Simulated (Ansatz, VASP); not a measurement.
**Two plane-wave programs on TaN**

File INCAR:

```
SYSTEM = TaN
PREC = Accurate
ENCUT = 520
EDIFF = 1E-6
ISMEAR = 0
SIGMA = 0.1
LREAL = Auto
LASPH = .True.
NELM = 60
ALGO = Normal
ISIF = 2
LWAVE = .False.
LCHARG = .False.
LDIPOL = .True.
IDIPOL = 3
DIPOL = 0.5 0.5 0.428
GGA = PE
IVDW = 12
NBANDS = 114
```

KPOINTS

```
Automatic mesh
0
Gamma
  4 4 1
  0 0 0
```

The input POSCAR:

```
TaN
1.0
    6.2014901195      0.0000000000      0.0000000000
   -3.1007450597      5.3706479848      0.0000000000
    0.0000000000      0.0000000000     26.3038693490
Ta N
12 12
Direct
    0.1666666667      0.3333333333      0.3041377637
    0.1666666667      0.8333333333      0.3041377637
    0.6666666667      0.3333333333      0.3041377637
    0.6666666667      0.8333333333      0.3041377637
    0.5000000000      0.5000000000      0.4003877756
    0.5000000000      0.0000000000      0.4003877756
    0.0000000000      0.5000000000      0.4003877756
    0.0000000000      0.0000000000      0.4003877756
    0.8246606195      0.6754636911      0.4919828171
    0.8321404838      0.1720952925      0.5632349528
    0.3277676897      0.6676239510      0.5632438814
    0.3229126935      0.1768431310      0.4956991577
    0.3333333333      0.1666666667      0.3522627697
    0.3333333333      0.6666666667      0.3522627697
    0.8333333333      0.1666666667      0.3522627697
    0.8333333333      0.6666666667      0.3522627697
    0.6624038249      0.3292189408      0.4471956880
    0.6668530035      0.8332936385      0.4428523273
    0.1696908760      0.3303533365      0.4429325872
    0.1706454964      0.8375894728      0.4471054575
   -0.0120735546      0.5118519147      0.5388649368
   -0.0054948811      0.0024926589      0.5346021681
    0.4973501088      0.5055513776      0.5344725635
    0.4807708224      0.0192678240      0.5463898313
```

Input for Ansatz:

```yaml
crystal:
  lattice:
    - [6.2014901195, 0.0, 0.0]
    - [-3.1007450597, 5.3706479848, 0.0]
    - [0.0, 0.0, 26.303869349]
  atoms:
    - { symbol: Ta, position: [0.1666666667, 0.3333333333, 0.3041377637] }
    - { symbol: Ta, position: [0.1666666667, 0.8333333333, 0.3041377637] }
    - { symbol: Ta, position: [0.6666666667, 0.3333333333, 0.3041377637] }
    - { symbol: Ta, position: [0.6666666667, 0.8333333333, 0.3041377637] }
    - { symbol: "N", position: [0.3333333333, 0.1666666667, 0.3522627697] }
    - { symbol: "N", position: [0.3333333333, 0.6666666667, 0.3522627697] }
    - { symbol: "N", position: [0.8333333333, 0.1666666667, 0.3522627697] }
    - { symbol: "N", position: [0.8333333333, 0.6666666667, 0.3522627697] }
    - { symbol: Ta, position: [0.5, 0.5, 0.4003877756] }
    - { symbol: Ta, position: [0.5, 0.0, 0.4003877756] }
    - { symbol: Ta, position: [0.0, 0.5, 0.4003877756] }
    - { symbol: Ta, position: [0.0, 0.0, 0.4003877756] }
    - { symbol: "N", position: [0.6624038249, 0.3292189408, 0.447195688] }
    - { symbol: "N", position: [0.6668530035, 0.8332936385, 0.4428523273] }
    - { symbol: "N", position: [0.169690876, 0.3303533365, 0.4429325872] }
    - { symbol: "N", position: [0.1706454964, 0.8375894728, 0.4471054575] }
    - { symbol: Ta, position: [0.8246606195, 0.6754636911, 0.4919828171] }
    - { symbol: Ta, position: [0.8321404838, 0.1720952925, 0.5632349528] }
    - { symbol: Ta, position: [0.3277676897, 0.667623951, 0.5632438814] }
    - { symbol: Ta, position: [0.3229126935, 0.176843131, 0.4956991577] }
    - { symbol: "N", position: [-0.0120735546, 0.5118519147, 0.5388649368] }
    - { symbol: "N", position: [-0.0054948811, 0.0024926589, 0.5346021681] }
    - { symbol: "N", position: [0.4973501088, 0.5055513776, 0.5344725635] }
    - { symbol: "N", position: [0.4807708224, 0.019267824, 0.5463898313] }
basis:
  ecutwfc: 420
kpoints:
  mp_grid: { grid: [4, 4, 1] }
hamiltonian:
  xc: pbe
  dispersion: d3bj
scf:
  occupations: { method: gaussian, width: 0.1 }
output:
  forces: true
  eigenvalues: true
  write_density: true
  volumetric_format: npy
efield:
  axis: 3
  dipole_correction: true
  ramp_width: 0.04
```

Alike in both runs: task single point; functional PBE; dispersion D3(BJ); k mesh 4 × 4 × 1; occupations gaussian, width 0.1 eV; no spin polarisation.

|  | VASP | Ansatz |
| --- | --- | --- |
| version | VASP 6.6.1 | Ansatz 0.2.0 |
| potentials or method | VASP PAW PBE potentials, release 64 (Ta_pv, N), cutoff 520 eV | scalar-relativistic, plane waves, PAW |
| valence electrons in the cell | 192 | 216 |

```csv
,VASP,Ansatz,Ansatz less VASP
gap on the k mesh at the Fermi level (eV),none,none,-
rms of the force components (eV/Å),0.466,0.475,+0.0095
```

A gap of «none» marks a metal or a gap that the smearing closes. VASP's potentials hold 192 valence electrons a cell and Ansatz's 216, so a difference there can come from the potentials and not from the codes.

Neither program's run includes spin-orbit coupling.
